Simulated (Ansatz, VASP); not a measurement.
## One calculation of Nb, two programs

INCAR

```
PREC = Accurate
ENCUT = 520
EDIFF = 1E-6
ISMEAR = -1
SIGMA = 0.1
LREAL = False
LASPH = True
NELM = 60
ALGO = Normal
ISIF = 2
LWAVE = False
LCHARG = True
LDIPOL = True
IDIPOL = 3
DIPOL = 0.5 0.5 0.500
LELF = True
LVHAR = True
LVACPOTAV = True
NBANDS = 40
```

The input KPOINTS:

```
Automatic mesh
0
Gamma
  8 8 1
```

Contents of POSCAR:

```
Nb
1.0
    4.5946883331      0.0000000000      0.0000000000
   -2.2973441665      3.9791168189      0.0000000000
    0.0000000000      0.0000000000     19.7515000000
Nb
5
Direct
    0.8333333330      0.1666666670      0.4050313315
    0.1666666670      0.8333333330      0.4525156656
    0.5000000000      0.5000000000      0.5000000000
    0.8333333330      0.1666666670      0.5474843344
    0.1666666670      0.8333333330      0.5949686685
```

Input for Ansatz:

```yaml
crystal:
  lattice:
    - [4.5946883331, 0.0, 0.0]
    - [-2.2973441665, 3.9791168189, 0.0]
    - [0.0, 0.0, 19.7515]
  atoms:
    - { symbol: Nb, position: [0.833333333, 0.166666667, 0.4050313315] }
    - { symbol: Nb, position: [0.166666667, 0.833333333, 0.4525156656] }
    - { symbol: Nb, position: [0.5, 0.5, 0.5] }
    - { symbol: Nb, position: [0.833333333, 0.166666667, 0.5474843344] }
    - { symbol: Nb, position: [0.166666667, 0.833333333, 0.5949686685] }
kpoints:
  mp_grid: { grid: [8, 8, 1] }
scf:
  occupations: { method: fermi_dirac, width: 0.1 }
hamiltonian:
  xc: lda
  pseudopotentials: { kind: all_electron, lapw: { basis_error: 0.001 } }
output:
  forces: true
  stress: true
  eigenvalues: true
  populations: true
  dos: { projected: true, de: 0.2, e_range: [-14, 8] }
efield:
  axis: 3
  amplitude: 0
  dipole_correction: true
```

Alike in both runs: task single point; functional LDA; k mesh 8 × 8 × 1; occupations fermi-dirac, width 0.1 eV; no spin polarisation.

|  | VASP | Ansatz |
| --- | --- | --- |
| version | VASP 6.6.1 | Ansatz 0.2.0 |
| potentials or method | VASP PAW LDA potentials, release 64 (Nb_sv), cutoff 520 eV | all-electron LAPW, scalar-relativistic |

```csv
,VASP,Ansatz,Ansatz less VASP
rms of the force components (eV/Å),0.860,0.861,+0.0002
```

LDA's correlation is that of Perdew and Zunger in VASP and of Perdew and Wang (1992) in Ansatz. Atom by atom the forces differ by 0.001 eV/Å (rms over components). Ansatz ran all-electron here, and VASP with PAW potentials.
